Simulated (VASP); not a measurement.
# In2O3 (R-3c) in VASP: notebook

In2O3 is run at these levels: PBE; tasks: single point.

Program: VASP 6.6.1. These are calculated values, not measurements. Logs are shortened: lines on timing, memory, paths and dates and some standing lists are left out, and cuts for length are marked.

## (1) The cell of the first run

Symmetry: R-3c, No. 167, trigonal system. Conventional cell: a = 5.576 Å, b = 5.576 Å, c = 14.754 Å, α = 90.00°, β = 90.00°, γ = 120.00°. In (site symmetry 3) has 6 O at 2.16 to 2.29 Å within 2.9 Å. O (site symmetry 2) has 4 In at 2.16 to 2.29 Å and 4 O at 2.86 to 2.98 Å within 3.0 Å.

## (2) Single point, PBE

Contents of INCAR:

```
ALGO = Normal
EDIFF = 1E-7
ENCUT = 520
GGA = PE
ISIF = 2
ISMEAR = 0
LASPH = True
LCHARG = True
LELF = True
LREAL = False
LVHAR = True
LWAVE = False
NBANDS = 55
NELM = 100
PREC = Accurate
SIGMA = 0.1
```

Contents of KPOINTS:

```
k-points
0
Gamma
  4 4 4
```

Contents of POSCAR:

```
In2O3
1.0
   -2.7882025109      4.8293084107      0.0000000000
   -5.5764050218      0.0000000000      0.0000000000
   -2.7882025109      1.6097694702      4.9178685913
In O
4 6
Direct
    0.1427481513      0.1427481513      0.5717555462
    0.3572518487      0.3572518487      0.9282444538
    0.8572518487      0.8572518487      0.4282444538
    0.6427481513      0.6427481513      0.0717555462
    0.2500000000      0.9533765963      0.2500000000
    0.5466234037      0.2500000000      0.2500000000
    0.9533765963      0.5466234037      0.2500000000
    0.7500000000      0.0466234037      0.7500000000
    0.4533765963      0.7500000000      0.7500000000
    0.0466234037      0.4533765963      0.7500000000
```

Potentials or basis: VASP PAW PBE potentials, release 64 (In_d, O).

Launch:

```console
$ cat potpaw_PBE.64/In_d/POTCAR potpaw_PBE.64/O/POTCAR > POTCAR
$ mpirun -np 1 vasp_std > vasp.out
```

OUTCAR:

```text
EDIFF = 1E-7
   ENCUT = 520
   GGA = PE
   ISIF = 2
   ISMEAR = 0
   LASPH = True
   LREAL = False
   NELM = 100
   PREC = Accurate

 ion  position               nearest neighbor table
   1  0.143  0.143  0.572-  10 2.16   9 2.16   8 2.16   6 2.29   7 2.29   5 2.29   2 3.16   3 3.30
                             3 3.30   3 3.30   2 3.67   2 3.67   2 3.67
   2  0.357  0.357  0.928-  10 2.16   8 2.16   9 2.16   5 2.29   7 2.29   6 2.29   1 3.16   4 3.30
                             4 3.30   4 3.30   1 3.67   1 3.67   1 3.67
   3  0.857  0.857  0.428-   7 2.16   6 2.16   5 2.16   9 2.29  10 2.29   8 2.29   4 3.16   1 3.30
                             1 3.30   1 3.30   4 3.67   4 3.67   4 3.67
   4  0.643  0.643  0.072-   7 2.16   5 2.16   6 2.16   8 2.29  10 2.29   9 2.29   3 3.16   2 3.30
                             2 3.30   2 3.30   3 3.67   3 3.67   3 3.67
   5  0.250  0.953  0.250-   4 2.16   3 2.16   2 2.29   1 2.29
   6  0.547  0.250  0.250-   3 2.16   4 2.16   1 2.29   2 2.29
   7  0.953  0.547  0.250-   3 2.16   4 2.16   1 2.29   2 2.29
   8  0.750  0.047  0.750-   2 2.16   1 2.16   4 2.29   3 2.29
   9  0.453  0.750  0.750-   1 2.16   2 2.16   3 2.29   4 2.29
  10  0.047  0.453  0.750-   1 2.16   2 2.16   3 2.29   4 2.29

  LATTYP: Found a trigonal (rhomboedric) cell.
 ALAT       =     5.8779981687
 COS(alpha) =     0.5499925220

  Lattice vectors:

 A1 = (   0.0000000000,  -3.2195389405,   4.9178685913)
 A2 = (   2.7882025109,   1.6097694702,   4.9178685913)
 A3 = (  -2.7882025109,   1.6097694702,   4.9178685913)

Analysis of symmetry for initial positions (statically):
=====================================================================
 Subroutine PRICEL returns:
 Original cell was already a primitive cell.

 Routine SETGRP: Setting up the symmetry group for a
 trigonal (rhombohedral) supercell.

 Subroutine GETGRP returns: Found 12 space group operations
 (whereof  6 operations were pure point group operations)
 out of a pool of 12 trial point group operations.

The static configuration has the point symmetry S_6 .
 The point group associated with its full space group is D_3d.

Analysis of symmetry for dynamics (positions and initial velocities):
=====================================================================
 Subroutine PRICEL returns:
 Original cell was already a primitive cell.

 Routine SETGRP: Setting up the symmetry group for a
 trigonal (rhombohedral) supercell.

 Subroutine GETGRP returns: Found 12 space group operations
 (whereof  6 operations were pure point group operations)
 out of a pool of 12 trial point group operations.

The dynamic configuration has the point symmetry S_6 .
 The point group associated with its full space group is D_3d.

 Subroutine INISYM returns: Found 12 space group operations
 (whereof  6 operations are pure point group operations),
 and found     1 'primitive' translations

----------------------------------------------------------------------------------------

                                     Primitive cell

  volume of cell :     132.4391

  direct lattice vectors                    reciprocal lattice vectors
    -2.788202511  4.829308411  0.000000000     0.000000000  0.207068987 -0.067780041
    -5.576405022  0.000000000  0.000000000    -0.179327003 -0.103534493 -0.067780041
    -2.788202511  1.609769470  4.917868591     0.000000000  0.000000000  0.203340122

  length of vectors
     5.576405022  5.576405022  5.877998169     0.217880011  0.217880011  0.203340122

  position of ions in fractional coordinates (direct lattice)
     0.142748151  0.142748151  0.571755546
     0.357251849  0.357251849  0.928244454
     0.857251849  0.857251849  0.428244454
     0.642748151  0.642748151  0.071755546
     0.250000000  0.953376596  0.250000000
     0.546623404  0.250000000  0.250000000
     0.953376596  0.546623404  0.250000000
     0.750000000  0.046623404  0.750000000
     0.453376596  0.750000000  0.750000000
     0.046623404  0.453376596  0.750000000

  ion indices of the primitive-cell ions
   primitive index   ion index
                 1           1
                 2           2
                 3           3
                 4           4
                 5           5
                 6           6
                 7           7
                 8           8
                 9           9
                10          10

----------------------------------------------------------------------------------------

 KPOINTS: k-points

Automatic generation of k-mesh.
 Grid dimensions read from file:
 generate k-points for:    4    4    4

 Generating k-lattice:

  Cartesian coordinates                     Fractional coordinates (reciprocal lattice)
     0.000000000  0.051767247 -0.016945010     0.250000000  0.000000000 -0.000000000
    -0.044831751 -0.025883623 -0.016945010     0.000000000  0.250000000  0.000000000
     0.000000000  0.000000000  0.050835031     0.000000000  0.000000000  0.250000000

  Length of vectors
     0.054470003  0.054470003  0.050835031

  Shift w.r.t. Gamma in fractional coordinates (k-lattice)
     0.000000000  0.000000000  0.000000000

 Subroutine IBZKPT returns following result:
 ===========================================

 Found     13 irreducible k-points:

 Following reciprocal coordinates:
            Coordinates               Weight
  0.000000  0.000000  0.000000      1.000000
  0.250000  0.000000  0.000000      6.000000
  0.500000  0.000000  0.000000      3.000000
  0.250000  0.250000  0.000000      6.000000
  0.500000  0.250000  0.000000     12.000000
 -0.250000  0.250000  0.000000      6.000000
  0.500000  0.500000  0.000000      3.000000
  0.000000  0.000000  0.250000      2.000000
  0.500000  0.000000  0.250000      6.000000
 -0.250000  0.000000  0.250000      6.000000
 -0.250000  0.500000  0.250000      6.000000
 -0.250000 -0.250000  0.250000      6.000000
  0.000000  0.000000  0.500000      1.000000
   k-points           NKPTS =     13   k-points in BZ     NKDIM =     13   number of bands    NBANDS=     55
   number of dos      NEDOS =    301   number of ions     NIONS =     10
   total plane-waves  NPLWV =  84672
   dimension x,y,z NGX =    42 NGY =   42 NGZ =   48
   dimension x,y,z NGXF=    84 NGYF=   84 NGZF=   96
   ions per type =               4   6
   NGX,Y,Z   is equivalent  to a cutoff of  12.52, 12.52, 13.58 a.u.
   NGXF,Y,Z  is equivalent  to a cutoff of  25.04, 25.04, 27.15 a.u.
 SYSTEM =  unknown system
   PREC   = accura    normal or accurate (medium, high low for compatibility)
   ISTART =      0    job   : 0-new  1-cont  2-samecut
   ICHARG =      2    charge: 1-file 2-atom 10-const
   ISPIN  =      1    spin polarized calculation?
   LNONCOLLINEAR =      F non collinear calculations
   LSORBIT =      F    spin-orbit coupling
   LASPH  =      T    aspherical Exc in radial PAW
   ENCUT  =  520.0 eV  38.22 Ry    6.18 a.u.  10.37 10.37 10.93*2*pi/ulx,y,z
   NELM   =    100;   NELMIN=  2; NELMDL= -5     # of ELM steps
   EDIFF  = 0.1E-06   stopping-criterion for ELM
   LREAL  =      F    real-space projection
   EDIFFG = 0.1E-05   stopping-criterion for IOM
   NSW    =      0    number of steps for IOM
   IBRION =     -1    ionic relax: 0-MD 1-quasi-New 2-CG
   NFREE  =      0    steps in history (QN), initial steepest desc. (CG)
   ISIF   =      2    stress and relaxation
   ISYM   =      2    0-nonsym 1-usesym 2-fastsym
   POTIM  = 0.5000    time-step for ionic-motion
   TEBEG  =    0.0;   TEEND  =   0.0 temperature during run
   PSTRESS=    0.0 pullay stress
   NELECT =      88.0000    total number of electrons
   NUPDOWN=      -1.0000    fix difference up-down
   EMIN   =  10.00;   EMAX   =-10.00  energy-range for DOS
   EFERMI =   0.00;   METHOD = LEGACY
   ISMEAR =     0;   SIGMA  =   0.10  broadening in eV -4-tet -1-fermi 0-gaus
   EFERMI_NEDOS =   21; number of points for ismear=-14 and -15
   IALGO  =     38    algorithm
   IMIX   =      4    mixing-type and parameters
     AMIX     =   0.40;   BMIX     =  1.00
     AMIX_MAG =   1.60;   BMIX_MAG =  1.00
  volume/ion in A,a.u.               =      13.24        89.37
  Fermi-wavevector in a.u.,A,eV,Ry     =   1.428555  2.699578 27.766357  2.040770
  Thomas-Fermi vector in A             =   2.548604
   LORBIT       =      0    0 simple, 1 ext, 2 COOP (PROOUT), +10 PAW based schemes
   GGA     = PE    functional components
   LHFCALC =     F    Hartree Fock is set to
   AEXX    =    0.0000 exact exchange contribution
   IVDW    =     0    specifies the selected vdW correction
   LEPSILON=     F    determine dielectric tensor
   LRPA    =     F    only Hartree local field effects (RPA)
 non-spin polarized calculation
 Gauss-broadening in eV      SIGMA  =   0.10
  energy-cutoff  :      520.00
  volume of cell :      132.44
 maximum number of plane-waves:      3588
 NGX is ok and might be reduce to    42
   NGX = 21   NGY = 21   NGZ = 21

 number of electron      87.9999996 magnetization

 Free energy of the ion-electron system (eV)
  ---------------------------------------------------
  ext. energy  EPLUGINS =         0.00000000
  ---------------------------------------------------
  free energy    TOTEN  =       -55.47276878 eV

  energy without entropy =      -55.47276878  energy(sigma->0) =      -55.47276878

 E-fermi :   5.5910     XC(G=0): -10.9754

 val. band max:        5.0547803298   @ k =   0.2500   0.0000   0.0000
 cond. band min:       6.0192992552   @ k =   0.0000   0.0000   0.0000
 fundamental gap:      0.9645189254
 Fermi energy:         5.5910498360

 k-point     1 :       0.0000    0.0000    0.0000
  band No.  band energies     occupation
      1     -12.2825      2.00000
      2     -11.4819      2.00000
      3     -11.4819      2.00000
      4     -11.2861      2.00000
      5     -11.2861      2.00000
      6     -11.2048      2.00000
[... 47 lines left out ...]
     54      14.7039      0.00000
[... 695 lines left out ...]
     54      14.5379      0.00000
     55      16.4940      0.00000

------------------------ aborting loop because EDIFF is reached ----------------------------------------

  FORCE on cell =-STRESS in cart. coord.  units (eV):
  Direction    XX          YY          ZZ          XY          YZ          ZX
  --------------------------------------------------------------------------------------
  -------------------------------------------------------------------------------------
  Total        0.3222025      0.3222025      0.2124700      0.0000000     -0.0000000      0.0000000
  in kB        3.8978337      3.8978337      2.5703491      0.0000000     -0.0000000      0.0000000
  external PRESSURE =       3.4553388 kB  Pullay stress =       0.0000000 kB

 VOLUME and BASIS-vectors are now :
 -----------------------------------------------------------------------------
  energy-cutoff  :      520.00
  volume of cell :      132.44
      direct lattice vectors                 reciprocal lattice vectors
    -2.788202511  4.829308411  0.000000000     0.000000000  0.207068987 -0.067780041
    -5.576405022  0.000000000  0.000000000    -0.179327003 -0.103534493 -0.067780041
    -2.788202511  1.609769470  4.917868591     0.000000000  0.000000000  0.203340122

 POSITION                                       TOTAL-FORCE (eV/Angst)
 -----------------------------------------------------------------------------------
     -2.78820      1.60977      2.81182        -0.000000      0.000000     -0.020731
     -5.57641      3.21954      4.56498         0.000000     -0.000000      0.020731
     -8.36461      4.82931      2.10605         0.000000     -0.000000      0.020731
     -5.57641      3.21954      0.35288        -0.000000      0.000000     -0.020731
     -6.71052      1.60977      1.22947        -0.017447     -0.000000      0.000000
     -3.61525      3.04226      1.22947         0.008723     -0.015109      0.000000
     -6.40345      5.00659      1.22947         0.008723      0.015109      0.000000
     -4.44229      4.82931      3.68840         0.017447     -0.000000      0.000000
     -7.53756      3.39682      3.68840        -0.008723      0.015109      0.000000
     -4.74936      1.43249      3.68840        -0.008723     -0.015109      0.000000
 -----------------------------------------------------------------------------------
    total drift:                               -0.000001      0.000001      0.000001

  FREE ENERGIE OF THE ION-ELECTRON SYSTEM (eV)
  ---------------------------------------------------
  free  energy   TOTEN  =       -55.4727687803 eV

  energy  without entropy=      -55.4727687803  energy(sigma->0) =      -55.47276878
```

Wall time 64 s (1 thread of Intel Xeon 6975P-C (Granite Rapids), shared host); peak memory 0.3 GiB.

Results:

| Item | Value |
| --- | --- |
| Free energy | -55.4728 eV |
| Pressure | 0.3 GPa |
| Largest force | 0.021 eV/Å |
| Band gap on the k mesh | 0.96 eV (least direct gap 1.04 eV) |

Forces in eV/Å, atoms in the order of the input:
```
In   0.000  0.000 -0.021
In   0.000  0.000  0.021
In   0.000  0.000  0.021
In   0.000  0.000 -0.021
O   -0.017  0.000  0.000
O    0.009 -0.015  0.000
O    0.009  0.015  0.000
O    0.017  0.000  0.000
O   -0.009  0.015  0.000
O   -0.009 -0.015  0.000
```

Caveat: spin-orbit coupling is left out, which moves the levels of the heavy elements. A k mesh can miss the band edges.

## (3) Single point, PBE

This run uses another cell than the first one, of 12.61 Å³/atom.

Contents of INCAR:

```
SYSTEM = In2O3
PREC     = Accurate       ! precision mode
ENCUT    = 520            ! plane-wave cutoff, eV
EDIFF    = 1E-6           ! SCF threshold, eV
ISMEAR   = 0              ! smearing method
SIGMA    = 0.1            ! smearing width, eV
LREAL    = .FALSE.        ! projectors in reciprocal space
LASPH    = .TRUE.         ! aspherical terms in the spheres
NELM     = 100            ! most SCF steps
ALGO     = Normal         ! electronic algorithm
ISIF     = 2              ! what is computed and relaxed
LWAVE    = .FALSE.        ! write WAVECAR
LCHARG   = .FALSE.        ! write CHGCAR
GGA      = PE             ! functional
NBANDS   = 55             ! bands
```

Contents of KPOINTS:

```
Automatic mesh
0
G
  6 6 6
  0 0 0
```

Contents of POSCAR:

```
In2O3
1.0
    2.7434997400      1.5839603100      4.8366699200
   -2.7434997400      1.5839603100      4.8366699200
    0.0000000000     -3.1679206200      4.8366699200
In O
4 6
Direct
    0.3573100000      0.3573100000      0.3573100000
    0.1426900000      0.1426900000      0.1426900000
    0.6426900000      0.6426900000      0.6426900000
    0.8573100000      0.8573100000      0.8573100000
    0.5479999800      0.9520000200      0.2500000000
    0.2500000000      0.5479999800      0.9520000200
    0.9520000200      0.2500000000      0.5479999800
    0.4520000200      0.0479999800      0.7500000000
    0.7500000000      0.4520000200      0.0479999800
    0.0479999800      0.7500000000      0.4520000200
```

Potentials or basis: VASP PAW PBE potentials, release 64 (In_d, O).

Launch:

```console
$ cat potpaw_PBE.64/In_d/POTCAR potpaw_PBE.64/O/POTCAR > POTCAR
$ mpirun -np 1 vasp_std > vasp.out
```

Run time: 2.6 min. Hardware: 1 thread of Intel Xeon 6975P-C (Granite Rapids), shared host; peak memory 0.39 GiB.

It converged, with:

```
Free energy            : -55.2873 eV
Pressure               : 9.0 GPa
Largest force          : 0.139 eV/Å
Band gap on the k mesh : 1.30 eV (least direct gap 1.34 eV)
```

Forces in eV/Å, atoms in the order of the input:
```
In   0.000  0.000  0.006
In   0.000  0.000 -0.006
In   0.000  0.000 -0.006
In   0.000  0.000  0.006
O   -0.139  0.000  0.000
O    0.070 -0.120  0.000
O    0.070  0.120  0.000
O    0.139  0.000  0.000
O   -0.070  0.120  0.000
O   -0.070 -0.120  0.000
```

Stress tensor (GPa, compression positive):
```
9.49 0.00 0.00
0.00 9.49 0.00
0.00 0.00 7.90
```

Levels at points of the mesh, in eV from the valence-band top:
```tsv
k point	band 40	band 41	band 42	band 43	band 44	band 45	band 46	band 47	band 48	band 49
(0.00, 0.00, 0.00)	-0.38	-0.27	-0.27	-0.04	-0.04	1.30	5.60	6.30	7.36	9.22
(0.50, 0.00, 0.00)	-0.91	-0.75	-0.75	-0.06	-0.06	4.99	4.99	5.93	5.93	8.45
(0.50, 0.50, 0.00)	-0.86	-0.55	-0.34	-0.08	-0.04	5.23	5.55	6.51	6.62	7.37
(0.50, 0.50, 0.50)	-1.09	-0.19	-0.19	-0.19	-0.19	4.44	4.44	7.22	7.22	8.33
```

Caveat: the cell stands under pressure; spin-orbit coupling is left out, which moves the levels of the heavy elements.
